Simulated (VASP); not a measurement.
# Ni (Fm-3m) in VASP: further runs

Aim: see how the results for Ni move with the level of theory and the settings. Levels: revPBE, PBE. Tasks: single point.

Program: VASP 6.6.1. These are calculated values, not measurements. Logs are shortened: lines on timing, memory, paths and dates and some standing lists are left out, and cuts for length are marked.

## Step 1: The cell of the first run

It takes space group Fm-3m (No. 225, cubic). Conventional cell: a = 3.518 Å, b = 3.518 Å, c = 3.518 Å, α = 90.00°, β = 90.00°, γ = 90.00°. Ni (site symmetry m-3m) has 12 Ni at 2.49 Å within 3.3 Å.

## Step 2: Single point, revPBE, collinear spin, ferromagnetic start

Input file INCAR:

```
PREC = Accurate
ENCUT = 600
EDIFF = 1E-6
ISMEAR = 1
SIGMA = 0.1
LREAL = F
LASPH = T
NELM = 200
ALGO = Normal
ISIF = 2
LWAVE = F
LCHARG = T
ISPIN = 2
MAGMOM = 0.81
LORBIT = 11
LMAXMIX = 4
GGA = RE
LELF = T
LVHAR = T
NBANDS = 15
GGA_COMPAT = F
```

Input file KPOINTS:

```
regular mesh
0
Gamma
  30 30 30
```

Input file POSCAR:

```
Ni
1.0
    0.0000000000      1.7592378692      1.7592378692
    1.7592378692      0.0000000000      1.7592378692
    1.7592378692      1.7592378692      0.0000000000
Ni
1
Direct
    0.0000000000      0.0000000000      0.0000000000
```

Potentials or basis: VASP PAW PBE potentials, release 64 (Ni).

Launch:

```console
cat potpaw_PBE.64/Ni/POTCAR > POTCAR
mpirun -np 1 vasp_std > vasp.out
```

OUTCAR:

```text
PREC = Accurate
   ENCUT = 600
   EDIFF = 1E-6
   ISMEAR = 1
   LREAL = F
   LASPH = T
   NELM = 200
   ISIF = 2
   ISPIN = 2
   LORBIT = 11
   GGA = RE

 ion  position               nearest neighbor table
   1  0.000  0.000  0.000-

  LATTYP: Found a face centered cubic cell.
 ALAT       =     3.5184757384

  Lattice vectors:

 A1 = (   0.0000000000,   1.7592378692,   1.7592378692)
 A2 = (   1.7592378692,   0.0000000000,   1.7592378692)
 A3 = (   1.7592378692,   1.7592378692,   0.0000000000)

Analysis of symmetry for initial positions (statically):
=====================================================================
 Subroutine PRICEL returns:
 Original cell was already a primitive cell.

 Routine SETGRP: Setting up the symmetry group for a
 face centered cubic supercell.

 Subroutine GETGRP returns: Found 48 space group operations
 (whereof 48 operations were pure point group operations)
 out of a pool of 48 trial point group operations.

The static configuration has the point symmetry O_h .

Analysis of symmetry for dynamics (positions and initial velocities):
=====================================================================
 Subroutine PRICEL returns:
 Original cell was already a primitive cell.

 Routine SETGRP: Setting up the symmetry group for a
 face centered cubic supercell.

 Subroutine GETGRP returns: Found 48 space group operations
 (whereof 48 operations were pure point group operations)
 out of a pool of 48 trial point group operations.

The dynamic configuration has the point symmetry O_h .

Analysis of structural, dynamic, and magnetic symmetry:
=====================================================================
 Subroutine PRICEL returns:
 Original cell was already a primitive cell.

 Routine SETGRP: Setting up the symmetry group for a
 face centered cubic supercell.

 Subroutine GETGRP returns: Found 48 space group operations
 (whereof 48 operations were pure point group operations)
 out of a pool of 48 trial point group operations.

The overall configuration has the point symmetry O_h .

 Subroutine INISYM returns: Found 48 space group operations
 (whereof 48 operations are pure point group operations),
 and found     1 'primitive' translations

----------------------------------------------------------------------------------------

                                     Primitive cell

  volume of cell :      10.8894

  direct lattice vectors                    reciprocal lattice vectors
     0.000000000  1.759237869  1.759237869    -0.284213982  0.284213982  0.284213982
     1.759237869  0.000000000  1.759237869     0.284213982 -0.284213982  0.284213982
     1.759237869  1.759237869  0.000000000     0.284213982  0.284213982 -0.284213982

  length of vectors
     2.487938054  2.487938054  2.487938054     0.492273057  0.492273057  0.492273057

  position of ions in fractional coordinates (direct lattice)
     0.000000000  0.000000000  0.000000000

  ion indices of the primitive-cell ions
   primitive index   ion index
                 1           1

----------------------------------------------------------------------------------------

 KPOINTS: regular mesh

Automatic generation of k-mesh.
 Grid dimensions read from file:
 generate k-points for:   30   30   30

 Generating k-lattice:

  Cartesian coordinates                     Fractional coordinates (reciprocal lattice)
    -0.009473799  0.009473799  0.009473799     0.033333333  0.000000000  0.000000000
     0.009473799 -0.009473799  0.009473799     0.000000000  0.033333333  0.000000000
     0.009473799  0.009473799 -0.009473799     0.000000000  0.000000000  0.033333333

  Length of vectors
     0.016409102  0.016409102  0.016409102

  Shift w.r.t. Gamma in fractional coordinates (k-lattice)
     0.000000000  0.000000000  0.000000000

 Subroutine IBZKPT returns following result:
 ===========================================

 Found    752 irreducible k-points:

 Following reciprocal coordinates:
            Coordinates               Weight
  0.000000  0.000000  0.000000      1.000000
  0.033333  0.000000  0.000000      8.000000
  0.066667  0.000000  0.000000      8.000000
  0.100000  0.000000  0.000000      8.000000
  0.133333  0.000000  0.000000      8.000000
  0.166667  0.000000  0.000000      8.000000
[... 16 lines left out ...]
  0.233333  0.033333  0.000000     24.000000
  0.266667  0.033333  0.000000     24.000000
 [... further k-points ...]
   k-points           NKPTS =    752   k-points in BZ     NKDIM =    752   number of bands    NBANDS=     15
   number of dos      NEDOS =    301   number of ions     NIONS =      1
   total plane-waves  NPLWV =   8000
   dimension x,y,z NGX =    20 NGY =   20 NGZ =   20
   dimension x,y,z NGXF=    40 NGYF=   40 NGZF=   40
   ions per type =               1
   NGX,Y,Z   is equivalent  to a cutoff of  13.36, 13.36, 13.36 a.u.
   NGXF,Y,Z  is equivalent  to a cutoff of  26.73, 26.73, 26.73 a.u.
 SYSTEM =  unknown system
   PREC   = accura    normal or accurate (medium, high low for compatibility)
   ISTART =      0    job   : 0-new  1-cont  2-samecut
   ICHARG =      2    charge: 1-file 2-atom 10-const
   ISPIN  =      2    spin polarized calculation?
   LNONCOLLINEAR =      F non collinear calculations
   LSORBIT =      F    spin-orbit coupling
   LASPH  =      T    aspherical Exc in radial PAW
   ENCUT  =  600.0 eV  44.10 Ry    6.64 a.u.   4.97  4.97  4.97*2*pi/ulx,y,z
   NELM   =    200;   NELMIN=  2; NELMDL= -5     # of ELM steps
   EDIFF  = 0.1E-05   stopping-criterion for ELM
   LREAL  =      F    real-space projection
   EDIFFG = 0.1E-04   stopping-criterion for IOM
   NSW    =      0    number of steps for IOM
   IBRION =     -1    ionic relax: 0-MD 1-quasi-New 2-CG
   NFREE  =      0    steps in history (QN), initial steepest desc. (CG)
   ISIF   =      2    stress and relaxation
   ISYM   =      2    0-nonsym 1-usesym 2-fastsym
   POTIM  = 0.5000    time-step for ionic-motion
   TEBEG  =    0.0;   TEEND  =   0.0 temperature during run
   PSTRESS=    0.0 pullay stress
   NELECT =      10.0000    total number of electrons
   NUPDOWN=      -1.0000    fix difference up-down
   EMIN   =  10.00;   EMAX   =-10.00  energy-range for DOS
   EFERMI =   0.00;   METHOD = LEGACY
   ISMEAR =     1;   SIGMA  =   0.10  broadening in eV -4-tet -1-fermi 0-gaus
   EFERMI_NEDOS =   21; number of points for ismear=-14 and -15
   IALGO  =     38    algorithm
   IMIX   =      4    mixing-type and parameters
     AMIX     =   0.40;   BMIX     =  1.00
     AMIX_MAG =   1.60;   BMIX_MAG =  1.00
  volume/ion in A,a.u.               =      10.89        73.49
  Fermi-wavevector in a.u.,A,eV,Ry     =   1.591257  3.007039 34.451287  2.532098
  Thomas-Fermi vector in A             =   2.689825
   LORBIT       =     11    0 simple, 1 ext, 2 COOP (PROOUT), +10 PAW based schemes
   GGA     = RE    functional components
   LHFCALC =     F    Hartree Fock is set to
   AEXX    =    0.0000 exact exchange contribution
   IVDW    =     0    specifies the selected vdW correction
   LEPSILON=     F    determine dielectric tensor
   LRPA    =     F    only Hartree local field effects (RPA)
 spin polarized calculation
 Methfessel and Paxton  Order N= 1 SIGMA  =   0.10
  energy-cutoff  :      600.00
  volume of cell :       10.89
 maximum number of plane-waves:       376
   NGX =  9   NGY =  9   NGZ =  9

 number of electron      10.0000009 magnetization       0.6234782

 Free energy of the ion-electron system (eV)
  ---------------------------------------------------
  ext. energy  EPLUGINS =         0.00000000
  ---------------------------------------------------
  free energy    TOTEN  =        -5.05846595 eV

  energy without entropy =       -5.05875273  energy(sigma->0) =       -5.05856154

 E-fermi :   9.4856     XC(G=0): -13.1605

 val. band max:        9.4854623432   @ k =   0.3667   0.1333   0.0000
 cond. band min:       9.4873500977   @ k =  -0.3667   0.2000   0.0667
 fundamental gap:      0.0018877545
 Fermi energy:         9.4855887247

 spin component 1

 k-point     1 :       0.0000    0.0000    0.0000
  band No.  band energies     occupation
      1       0.4823      1.00000
      2       7.0300      1.00000
      3       7.0300      1.00000
      4       7.0300      1.00000
      5       8.2133      1.00000
      6       8.2133      1.00000
      7      33.1624      0.00000
      8      37.0668      0.00000
      9      37.0668      0.00000
     10      37.0668      0.00000
     11      39.9916      0.00000
     12      39.9916      0.00000
     13      39.9916      0.00000
     14      42.8920      0.00000
     15      49.2866      0.00000
[... 397 lines left out ...]
 k-point    24 :       0.2667    0.0333    0.0000
  band No.  band energies     occupation
      1       2.8299      1.00000
      2       6.6935      1.00000
      3       7.2594      1.00000
      4       7.2726      1.00000
      5       8.2240      1.00000
      6       8.3675      1.00000
      7      23.6502      0.00000
      8      32.8865      0.00000
      9      33.7447      0.00000
     10      36.2915      0.00000
     11      38.9815      0.00000
     12      41.2868      0.00000
     13      42.0797      0.00000
     14      46.1153      0.00000
     15      48.3147      0.00000

 [... further k-points ...]

 spin component 2

 k-point     1 :       0.0000    0.0000    0.0000
  band No.  band energies     occupation
      1       0.4248      1.00000
      2       7.8031      1.00000
      3       7.8031      1.00000
      4       7.8031      1.00000
      5       8.7925      1.00000
      6       8.7925      1.00000
      7      32.9688      0.00000
      8      37.0237      0.00000
      9      37.0237      0.00000
     10      37.0237      0.00000
     11      40.0669      0.00000
     12      40.0669      0.00000
     13      40.0669      0.00000
     14      42.7567      0.00000
     15      49.4808      0.00000
[... 397 lines left out ...]
 k-point    24 :       0.2667    0.0333    0.0000
  band No.  band energies     occupation
      1       2.8082      1.00000
      2       7.3501      1.00000
      3       7.9532      1.00000
      4       7.9770      1.00000
      5       8.8872      1.00000
      6       9.0316      1.00000
      7      23.7776      0.00000
      8      32.7616      0.00000
      9      33.8121      0.00000
     10      36.3436      0.00000
     11      38.9605      0.00000
     12      41.2680      0.00000
     13      42.0567      0.00000
     14      46.1999      0.00000
     15      48.4005      0.00000

 [... further k-points ...]
[... 5 lines left out ...]
  --------------------------------------------------------------------------------------
  -------------------------------------------------------------------------------------
  Total        0.2636162      0.2636162      0.2636162      0.0000000      0.0000000      0.0000000
  in kB       38.7863609     38.7863609     38.7863609      0.0000000      0.0000000      0.0000000
  external PRESSURE =      38.7863609 kB  Pullay stress =       0.0000000 kB

 VOLUME and BASIS-vectors are now :
 -----------------------------------------------------------------------------
  energy-cutoff  :      600.00
  volume of cell :       10.89
      direct lattice vectors                 reciprocal lattice vectors
     0.000000000  1.759237869  1.759237869    -0.284213982  0.284213982  0.284213982
     1.759237869  0.000000000  1.759237869     0.284213982 -0.284213982  0.284213982
     1.759237869  1.759237869  0.000000000     0.284213982  0.284213982 -0.284213982

 POSITION                                       TOTAL-FORCE (eV/Angst)
 -----------------------------------------------------------------------------------
      0.00000      0.00000      0.00000        -0.000000     -0.000000     -0.000000
 -----------------------------------------------------------------------------------
    total drift:                                0.000000     -0.000000      0.000000

  FREE ENERGIE OF THE ION-ELECTRON SYSTEM (eV)
  ---------------------------------------------------
  free  energy   TOTEN  =        -5.0584659489 eV

  energy  without entropy=       -5.0587527326  energy(sigma->0) =       -5.05856154

 total charge

# of ion       s       p       d       tot
------------------------------------------
    1        0.496   0.496   8.311   9.303

 magnetization (x)

# of ion       s       p       d       tot
------------------------------------------
    1       -0.007  -0.027   0.670   0.637
```

Run time: 2.6 min. Hardware: 1 thread of Intel Xeon Platinum 8488C (Sapphire Rapids), shared host; peak memory 0.32 GiB.

What came out:

```yaml
Free_energy: -5.0585 eV
Pressure: 3.9 GPa
Net_moment: 0.62 μB per cell
Site_moments: Ni +0.64 μB
Valence_electrons_inside_the_program's_atomic_spheres: Ni 9.30
```

Levels at points of the mesh, in eV from the Fermi level:
Spin up:
```
           k point  band 3  band 4  band 5  band 6  band 7  band 8
(0.00, 0.00, 0.00)   -2.46   -2.46   -1.27   -1.27   23.68   27.58
(0.50, 0.00, 0.00)   -2.43   -0.63   -0.63   -0.30    5.65   22.16
(0.50, 0.50, 0.00)   -0.57   -0.51   -0.51    2.45    9.21   14.83
```
Spin down:
```csv
k point,band 1,band 2,band 3,band 4,band 5,band 6,band 7,band 8,band 9,band 10
"(0.00, 0.00, 0.00)",-9.06,-1.68,-1.68,-1.68,-0.69,-0.69,23.48,27.54,27.54,27.54
"(0.50, 0.00, 0.00)",-4.41,-1.81,-1.81,-0.39,0.14,0.14,6.08,21.99,24.76,24.76
"(0.50, 0.50, 0.00)",-4.32,-3.58,0.04,0.38,0.38,2.38,9.43,14.82,14.82,19.83
```

Caveat: the cell stands under pressure; the PAW data sets were made with another functional, which shifts forces and pressure a little.

## Step 3: Single point, PBE, collinear spin, ferromagnetic start (10.24 Å³/atom)

This run uses another cell than the first one, of 10.24 Å³/atom.

Input file INCAR:

```
SYSTEM = Ni
PREC     = Accurate       ! precision mode
ENCUT    = 520            ! plane-wave cutoff, eV
EDIFF    = 1E-6           ! SCF threshold, eV
ISMEAR   = 0              ! smearing method
SIGMA    = 0.1            ! smearing width, eV
LREAL    = .False.        ! projectors in reciprocal space
LASPH    = .True.         ! aspherical terms in the spheres
NELM     = 150            ! most SCF steps
ALGO     = Fast           ! electronic algorithm
ISIF     = 2              ! what is computed and relaxed
LWAVE    = .False.        ! write WAVECAR
LCHARG   = .False.        ! write CHGCAR
ISPIN    = 2              ! spin polarisation
MAGMOM   = 0.75           ! initial moments
LORBIT   = 11             ! projections on sites
LMAXMIX  = 4              ! l up to which the mixer works
GGA      = PE             ! functional
NBANDS   = 15             ! bands
```

Input file KPOINTS:

```
regular mesh
0
Gamma
  20 20 20
  0 0 0
```

Input file POSCAR:

```
Ni
1.0
    0.0000000000      1.7233248860      1.7233248860
    1.7233248860      0.0000000000      1.7233248860
    1.7233248860      1.7233248860      0.0000000000
Ni
1
Direct
    0.0000000000      0.0000000000      0.0000000000
```

Potentials or basis: VASP PAW PBE potentials, release 64 (Ni).

Launch:

```console
cat potpaw_PBE.64/Ni/POTCAR > POTCAR
mpirun -np 1 vasp_std > vasp.out
```

OUTCAR:

```text
SYSTEM = Ni
   PREC = Accurate
   ENCUT = 520
   EDIFF = 1E-6
   ISMEAR = 0
   LREAL = .False.
   LASPH = .True.
   NELM = 150
   ISIF = 2
   ISPIN = 2
   LORBIT = 11
   GGA = PE

 ion  position               nearest neighbor table
   1  0.000  0.000  0.000-

  LATTYP: Found a face centered cubic cell.
 ALAT       =     3.4466497720

  Lattice vectors:

 A1 = (   0.0000000000,   1.7233248860,   1.7233248860)
 A2 = (   1.7233248860,   0.0000000000,   1.7233248860)
 A3 = (   1.7233248860,   1.7233248860,   0.0000000000)

[... 1073 lines left out ...]
  -------------------------------------------------------------------------------------
  Total        0.8961118      0.8961118      0.8961118      0.0000000      0.0000000      0.0000000
  in kB      140.2624187    140.2624187    140.2624187      0.0000000      0.0000000      0.0000000
  external PRESSURE =     140.2624187 kB  Pullay stress =       0.0000000 kB

 VOLUME and BASIS-vectors are now :
 -----------------------------------------------------------------------------
  energy-cutoff  :      520.00
  volume of cell :       10.24
      direct lattice vectors                 reciprocal lattice vectors
     0.000000000  1.723324886  1.723324886    -0.290136819  0.290136819  0.290136819
     1.723324886  0.000000000  1.723324886     0.290136819 -0.290136819  0.290136819
     1.723324886  1.723324886  0.000000000     0.290136819  0.290136819 -0.290136819

 POSITION                                       TOTAL-FORCE (eV/Angst)
 -----------------------------------------------------------------------------------
      0.00000      0.00000      0.00000         0.000000      0.000000      0.000000
 -----------------------------------------------------------------------------------
    total drift:                                0.000000     -0.000000     -0.000000

  FREE ENERGIE OF THE ION-ELECTRON SYSTEM (eV)
  ---------------------------------------------------
  free  energy   TOTEN  =        -5.4481890235 eV

  energy  without entropy=       -5.4400532559  energy(sigma->0) =       -5.44412114

 total charge

# of ion       s       p       d       tot
------------------------------------------
    1        0.525   0.555   8.345   9.425

 magnetization (x)

# of ion       s       p       d       tot
------------------------------------------
    1       -0.006  -0.026   0.658   0.626
```

OSZICAR:

```text
N       E                     dE             d eps       ncg     rms          rms(c)
DAV:   1     0.329570931593E+02    0.32957E+02   -0.41407E+03 16357   0.866E+02
DAV:   2    -0.504728394582E+01   -0.38004E+02   -0.35209E+02 17390   0.164E+02
DAV:   3    -0.646472470947E+01   -0.14174E+01   -0.14059E+01 18825   0.309E+01
DAV:   4    -0.647274807829E+01   -0.80234E-02   -0.80222E-02 18925   0.221E+00
DAV:   5    -0.647282863034E+01   -0.80552E-04   -0.80552E-04 19316   0.198E-01    0.105E+01
RMM:   6    -0.572061950883E+01    0.75221E+00   -0.14571E+00 20910   0.128E+01    0.583E+00
RMM:   7    -0.547355542244E+01    0.24706E+00   -0.15121E-01 20630   0.398E+00    0.231E+00
RMM:   8    -0.545053679443E+01    0.23019E-01   -0.46412E-03 23306   0.412E-01    0.101E+00
RMM:   9    -0.544866244599E+01    0.18743E-02   -0.83006E-04 23706   0.180E-01    0.244E-01
RMM:  10    -0.544819386835E+01    0.46858E-03   -0.17627E-04 22056   0.136E-01    0.362E-02
RMM:  11    -0.544818728828E+01    0.65801E-05   -0.44185E-05 23029   0.521E-02    0.352E-02
RMM:  12    -0.544818893443E+01   -0.16461E-05   -0.10354E-05 23186   0.193E-02    0.117E-02
RMM:  13    -0.544818902348E+01   -0.89055E-07   -0.10595E-06 16280   0.699E-03
   1 F= -.54481890E+01 E0= -.54441211E+01  d E =-.813577E-02  mag=     0.6193
```

Wall time 2.1 min (1 thread of Intel Xeon 8259CL, shared host); peak memory 0.17 GiB.

What came out:

```
Free energy                                           : -5.4482 eV
Pressure                                              : 14.0 GPa
Net moment                                            : 0.62 μB per cell
Site moments                                          : Ni +0.63 μB
Valence electrons inside the program's atomic spheres : Ni 9.43
```

Caveat: the cell stands under pressure.

(Part 1 of 2 ends here.)
